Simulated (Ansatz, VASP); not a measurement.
BeSe3: VASP beside Ansatz

```
Be Se
1.0
     0.00000    4.72832    4.72832
     4.72832    0.00000    4.72832
     4.72832    4.72832    0.00000
Be Se
2 6
Direct
  0.75000 0.75000 0.75000
  0.50000 0.50000 0.50000
  0.96412 0.53588 0.53588
  0.53588 0.96412 0.96412
  0.53588 0.96412 0.53588
  0.96412 0.53588 0.96412
  0.53588 0.53588 0.96412
  0.96412 0.96412 0.53588
```

Alike in both runs: task relaxation of cell and atoms; functional PBE; k mesh 3 × 3 × 3; occupations gaussian, width 0.2 eV; no spin polarisation.

|  | VASP | Ansatz |
| --- | --- | --- |
| version | VASP 6.6.1 | Ansatz 0.2.0 |
| potentials or method | VASP PAW PBE potentials, release 64 (Be, Se), cutoff 600 eV | scalar-relativistic, plane waves, PAW |
| valence electrons in the cell | 40 | 100 |

```csv
,VASP,Ansatz,Ansatz less VASP
"gap on the k mesh at the Fermi level, each at its own relaxed structure (eV)",none,none,-
relaxed volume (Å³/atom),21.11,21.18,+0.069
relaxed length of the cell vector where the two differ most in proportion (Å),6.204,6.211,+0.0067
```

A gap of «none» marks a metal or a gap that the smearing closes. VASP's potentials hold 40 valence electrons a cell and Ansatz's 100, so a difference there can come from the potentials and not from the codes.

The k mesh is coarse, so the values compare programs but aren't converged. Noted on VASP's run: the volume moved by over 15 % at a fixed basis, so the end points are rough.
